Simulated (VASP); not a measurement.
# Ir (Fm-3m) in VASP: a series of runs, part 2 of 2

VASP 6.6.1.

## (3) Single point, LDA

This run uses another cell than the first one, of 13.53 Å³/atom.

File INCAR:

```
SYSTEM = Ir
PREC = Accurate
ENCUT = 520
EDIFF = 1E-6
ISMEAR = -1
SIGMA = 0.1
LREAL = .False.
LASPH = .True.
NELM = 60
ALGO = Normal
ISIF = 2
LWAVE = .False.
LCHARG = .False.
GGA = CA
NBANDS = 10
```

File KPOINTS:

```
regular mesh
0
Gamma
  24 24 24
  0 0 0
```

File POSCAR:

```
Ir
1.0
    0.0000000000      1.8911523084      1.8911523084
    1.8911523084      0.0000000000      1.8911523084
    1.8911523084      1.8911523084      0.0000000000
Ir
1
Direct
    0.0000000000      0.0000000000      0.0000000000
```

Potentials or basis: VASP PAW LDA potentials, release 64 (Ir).

Launch:

```console
> cat potpaw_LDA.64/Ir/POTCAR > POTCAR
> mpirun -np 1 vasp_std > vasp.out
```

OUTCAR:

```text
SYSTEM = Ir
   PREC = Accurate
   ENCUT = 520
   EDIFF = 1E-6
   ISMEAR = -1
   LREAL = .False.
   LASPH = .True.
   NELM = 60
   ISIF = 2
   GGA = CA

 ion  position               nearest neighbor table
   1  0.000  0.000  0.000-

  LATTYP: Found a face centered cubic cell.
 ALAT       =     3.7823046168

  Lattice vectors:

 A1 = (   0.0000000000,   1.8911523084,   1.8911523084)
 A2 = (   1.8911523084,   0.0000000000,   1.8911523084)
 A3 = (   1.8911523084,   1.8911523084,   0.0000000000)

Analysis of symmetry for initial positions (statically):
=====================================================================
 Subroutine PRICEL returns:
 Original cell was already a primitive cell.

 Routine SETGRP: Setting up the symmetry group for a
 face centered cubic supercell.

 Subroutine GETGRP returns: Found 48 space group operations
 (whereof 48 operations were pure point group operations)
 out of a pool of 48 trial point group operations.

The static configuration has the point symmetry O_h .

Analysis of symmetry for dynamics (positions and initial velocities):
=====================================================================
 Subroutine PRICEL returns:
 Original cell was already a primitive cell.

 Routine SETGRP: Setting up the symmetry group for a
 face centered cubic supercell.

 Subroutine GETGRP returns: Found 48 space group operations
 (whereof 48 operations were pure point group operations)
 out of a pool of 48 trial point group operations.

The dynamic configuration has the point symmetry O_h .

 Subroutine INISYM returns: Found 48 space group operations
 (whereof 48 operations are pure point group operations),
 and found     1 'primitive' translations

----------------------------------------------------------------------------------------

[... 111 lines left out ...]
  volume/ion in A,a.u.               =      13.53        91.29
  Fermi-wavevector in a.u.,A,eV,Ry     =   1.429176  2.700752 27.790513  2.042545
  Thomas-Fermi vector in A             =   2.549158
   LORBIT       =      0    0 simple, 1 ext, 2 COOP (PROOUT), +10 PAW based schemes
   GGA     = CA    functional components
   LHFCALC =     F    Hartree Fock is set to
   AEXX    =    0.0000 exact exchange contribution
   IVDW    =     0    specifies the selected vdW correction
   LEPSILON=     F    determine dielectric tensor
   LRPA    =     F    only Hartree local field effects (RPA)
 non-spin polarized calculation
  energy-cutoff  :      520.00
  volume of cell :       13.53
 maximum number of plane-waves:       380
   NGX =  9   NGY =  9   NGZ =  9

 number of electron       9.0000001 magnetization

 Free energy of the ion-electron system (eV)
  ---------------------------------------------------
  ext. energy  EPLUGINS =         0.00000000
  ---------------------------------------------------
  free energy    TOTEN  =       -10.32373239 eV

  energy without entropy =      -10.29525634  energy(sigma->0) =      -10.30949436

 E-fermi :  11.1123     XC(G=0): -14.3992

 val. band max:       11.1041517894   @ k =  -0.3750   0.1667   0.0000
 cond. band min:      11.1126857868   @ k =  -0.4583   0.4167   0.0833
 fundamental gap:      0.0085339974
 Fermi energy:        11.1122970067

 k-point     1 :       0.0000    0.0000    0.0000
  band No.  band energies     occupation
      1      -0.4752      2.00000
      2       6.9264      2.00000
      3       6.9264      2.00000
      4       6.9264      2.00000
      5       9.8524      1.99999
      6       9.8524      1.99999
      7      25.3597      0.00000
      8      31.1705      0.00000
      9      31.1705      0.00000
     10      31.1705      0.00000
[... 287 lines left out ...]
 k-point    24 :       0.4583    0.0417    0.0000
  band No.  band energies     occupation
      1       2.5956      2.00000
      2       6.7904      2.00000
      3       6.9373      2.00000
      4       9.4615      2.00000
      5      12.0431      0.00018
      6      12.1576      0.00006
      7      19.4885      0.00000
      8      25.2518      0.00000
      9      31.3300      0.00000
     10      31.7050      0.00000

 [... further k-points ...]

------------------------ aborting loop because EDIFF is reached ----------------------------------------

  FORCE on cell =-STRESS in cart. coord.  units (eV):
  Direction    XX          YY          ZZ          XY          YZ          ZX
  --------------------------------------------------------------------------------------
  -------------------------------------------------------------------------------------
  Total        1.0893933      1.0893933      1.0893933      0.0000000      0.0000000     -0.0000000
  in kB      129.0285342    129.0285342    129.0285342      0.0000000      0.0000000     -0.0000000
  external PRESSURE =     129.0285342 kB  Pullay stress =       0.0000000 kB

 VOLUME and BASIS-vectors are now :
 -----------------------------------------------------------------------------
  energy-cutoff  :      520.00
  volume of cell :       13.53
      direct lattice vectors                 reciprocal lattice vectors
     0.000000000  1.891152308  1.891152308    -0.264389070  0.264389070  0.264389070
     1.891152308  0.000000000  1.891152308     0.264389070 -0.264389070  0.264389070
     1.891152308  1.891152308  0.000000000     0.264389070  0.264389070 -0.264389070

 POSITION                                       TOTAL-FORCE (eV/Angst)
 -----------------------------------------------------------------------------------
      0.00000      0.00000      0.00000         0.000000     -0.000000      0.000000
 -----------------------------------------------------------------------------------
    total drift:                               -0.000000     -0.000000     -0.000000

  FREE ENERGIE OF THE ION-ELECTRON SYSTEM (eV)
  ---------------------------------------------------
  free  energy   TOTEN  =       -10.3237323861 eV

  energy  without entropy=      -10.2952563380  energy(sigma->0) =      -10.30949436
```

OSZICAR:

```text
N       E                     dE             d eps       ncg     rms          rms(c)
DAV:   1     0.477229812040E+02    0.47723E+02   -0.44418E+03  8308   0.830E+02
DAV:   2    -0.998009563445E+01   -0.57703E+02   -0.54736E+02  8420   0.200E+02
DAV:   3    -0.109092739906E+02   -0.92918E+00   -0.92563E+00  9660   0.310E+01
DAV:   4    -0.109184828109E+02   -0.92088E-02   -0.92064E-02  9406   0.283E+00
DAV:   5    -0.109186729117E+02   -0.19010E-03   -0.19010E-03  9620   0.389E-01    0.178E+01
DAV:   6    -0.104285806751E+02    0.49009E+00   -0.80254E-01  9332   0.111E+01    0.730E+00
DAV:   7    -0.103313170488E+02    0.97264E-01   -0.25698E-01 10354   0.572E+00    0.152E+00
DAV:   8    -0.103286267218E+02    0.26903E-02   -0.17233E-03  8952   0.438E-01    0.119E+00
DAV:   9    -0.103237494974E+02    0.48772E-02   -0.26048E-03  9180   0.771E-01    0.577E-02
DAV:  10    -0.103237317401E+02    0.17757E-04   -0.16461E-05 12102   0.449E-02    0.106E-02
DAV:  11    -0.103237323861E+02   -0.64596E-06   -0.16535E-06  8936   0.102E-02
   1 F= -.10323732E+02 E0= -.10309494E+02  d E =-.284760E-01
```

It took 23 s on 1 thread of AMD EPYC 9R45 (Zen 5), shared host; peak memory 0.14 GiB.

Results:

- Free energy: -10.3237 eV
- Pressure: 12.9 GPa
- Band gap on the k mesh: zero (an odd number of electrons rules out a gap without spin polarisation)

Levels at points of the mesh, in eV from the Fermi level:
```csv
k point,band 2,band 3,band 4,band 5,band 6,band 7
"(0.00, 0.00, 0.00)",-4.19,-4.19,-4.19,-1.26,-1.26,14.25
"(0.50, 0.00, 0.00)",-4.29,-4.29,-0.82,0.99,0.99,7.75
"(0.50, 0.50, 0.00)",-7.87,0.98,1.61,1.61,1.75,11.16
```

Caveat: the cell stands under pressure; spin-orbit coupling is left out, which moves the levels of the heavy elements.

## (4) Single point, LDA

This run uses another cell than the first one, of 13.78 Å³/atom.

File INCAR:

```
SYSTEM = Ir
PREC     = Accurate       ! precision mode
ENCUT    = 520            ! plane-wave cutoff, eV
EDIFF    = 1E-6           ! SCF threshold, eV
ISMEAR   = -1             ! smearing method
SIGMA    = 0.1            ! smearing width, eV
LREAL    = .False.        ! projectors in reciprocal space
LASPH    = .True.         ! aspherical terms in the spheres
NELM     = 100            ! most SCF steps
ALGO     = Normal         ! electronic algorithm
ISIF     = 2              ! what is computed and relaxed
LWAVE    = .False.        ! write WAVECAR
LCHARG   = .False.        ! write CHGCAR
GGA      = CA             ! functional
NBANDS   = 10             ! bands
```

KPOINTS is that of step 3.

File POSCAR:

```
Ir
1.0
    0.0000000000      1.9028740553      1.9028740553
    1.9028740553      0.0000000000      1.9028740553
    1.9028740553      1.9028740553      0.0000000000
Ir
1
Direct
    0.0000000000      0.0000000000      0.0000000000
```

Launch:

```console
> cat potpaw_LDA.64/Ir/POTCAR > POTCAR
> mpirun -np 1 vasp_std > vasp.out
```

Run time: 23 s. Hardware: 1 thread of AMD EPYC 9R45 (Zen 5), shared host; peak memory 0.14 GiB.

The run converged. Its results:

| Quantity | Value |
| --- | --- |
| Free energy | -10.3376 eV |
| Pressure | 4.6 GPa |
| Band gap on the k mesh | zero (an odd number of electrons rules out a gap without spin polarisation) |

Levels at points of the mesh, in eV from the Fermi level:
```tsv
k point	band 1	band 2	band 3	band 4	band 5	band 6	band 7	band 8	band 9
(0.00, 0.00, 0.00)	-11.38	-4.07	-4.07	-4.07	-1.23	-1.23	14.29	19.99	19.99
(0.50, 0.00, 0.00)	-8.39	-4.16	-4.16	-0.77	0.96	0.96	7.55	13.84	19.98
(0.50, 0.50, 0.00)	-8.22	-7.65	0.94	1.55	1.55	1.75	10.90	11.83	11.83
```

Caveat: the cell stands under pressure; spin-orbit coupling is left out, which moves the levels of the heavy elements.

## (5) Single point, LDA

This run uses another cell than the first one, of 13.71 Å³/atom.

INCAR: that of step 4 with these lines changed.

```diff
@@ -8,3 +8,3 @@
 LASPH    = .True.         ! aspherical terms in the spheres
-NELM     = 100            ! most SCF steps
+NELM     = 80             ! most SCF steps
 ALGO     = Normal         ! electronic algorithm
```

File KPOINTS:

```
Automatic mesh
0
Gamma
  24 24 24
  0 0 0
```

File POSCAR:

```
Ir
1.0
    0.0000000000      1.8997870058      1.8997870058
    1.8997870058      0.0000000000      1.8997870058
    1.8997870058      1.8997870058      0.0000000000
Ir
1
Direct
    0.0000000000      0.0000000000      0.0000000000
```

Launch:

```console
> cat potpaw_LDA.64/Ir/POTCAR > POTCAR
> mpirun -np 1 vasp_std > vasp.out
```

It took 23 s on 1 thread of AMD EPYC 9R45 (Zen 5), shared host; peak memory 0.14 GiB.

Results (log left out):

* Free energy: -10.3352 eV
* Pressure: 6.7 GPa
* Band gap on the k mesh: zero (an odd number of electrons rules out a gap without spin polarisation)

Levels at points of the mesh, in eV from the Fermi level:
```
           k point  band 2  band 3  band 4  band 5  band 6  band 7
(0.00, 0.00, 0.00)   -4.10   -4.10   -4.10   -1.23   -1.23   14.28
(0.50, 0.00, 0.00)   -4.20   -4.20   -0.79    0.96    0.96    7.60
(0.50, 0.50, 0.00)   -7.71    0.95    1.57    1.57    1.75   10.97
```

Caveat: the cell stands under pressure; spin-orbit coupling is left out, which moves the levels of the heavy elements.

## (6) Summary

| cell | gap on the mesh (eV) | pressure (GPa) |
| --- | --- | --- |
| a = 2.665 Å, angles 60.0°, 1 atom | none | 18.1 |
| a = 2.674 Å, angles 60.0°, 1 atom | none | 12.9 |
| a = 2.691 Å, angles 60.0°, 1 atom | none | 4.6 |
| a = 2.687 Å, angles 60.0°, 1 atom | none | 6.7 |

Alike in all rows: task single point; level LDA; potentials or basis VASP PAW LDA potentials, release 64 (Ir); no spin polarisation; k mesh 24 × 24 × 24; cutoff (eV) 520; smearing fermi-dirac 0.1 eV.

Caveats: the cell stands under pressure; spin-orbit coupling is left out, which moves the levels of the heavy elements.

Absolute energies hang on the potentials; compare differences alone.
